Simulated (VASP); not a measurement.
Input of a VASP 6.6.1 run:

File INCAR:

```
SYSTEM = Zn
PREC = Accurate
ENCUT = 600
EDIFF = 1E-6
ISMEAR = -1
SIGMA = 0.05
LREAL = .False.
LASPH = .True.
NELM = 60
ALGO = Normal
ISIF = 3
LWAVE = .False.
LCHARG = .False.
GGA = PS
IBRION = 2
NSW = 80
EDIFFG = -0.02
```

Contents of KPOINTS:

```
regular mesh
0
Gamma
  10 10 5
  0 0 0
```

The input POSCAR:

```
Zn
1.0
    2.6700000000      0.0000000000      0.0000000000
   -1.3350000000      2.3122878300      0.0000000000
    0.0000000000      0.0000000000      4.9660000000
Zn
2
Direct
    0.3333333333      0.6666666667      0.2500000000
    0.6666666667      0.3333333333      0.7500000000
```

Potentials or basis: VASP PAW PBE potentials, release 64 (Zn).

Launch:

```bash
$ cat potpaw_PBE.64/Zn/POTCAR > POTCAR
$ mpirun -np 1 vasp_std > vasp.out
```

Q: What does it give for the band gap on the k mesh?

A: Zero (band 12 reaches 4.52 eV, above the bottom of band 13 at 0.42 eV).

Q: What does it give for the relaxed cell?

A: a = 2.607 Å, b = 2.607 Å, c = 4.845 Å, α = 90.00°, β = 90.00°, γ = 120.00°.

Q: Estimate the space group after relaxing (to 0.05 Å).

A: P6_3/mmc (No. 194).

Stress tensor (GPa, compression positive):
```
0.00 0.00 0.00
0.00 0.00 0.00
0.00 0.00 0.09
```

Caveat: the PAW data sets were made with another functional, which shifts forces and pressure a little.
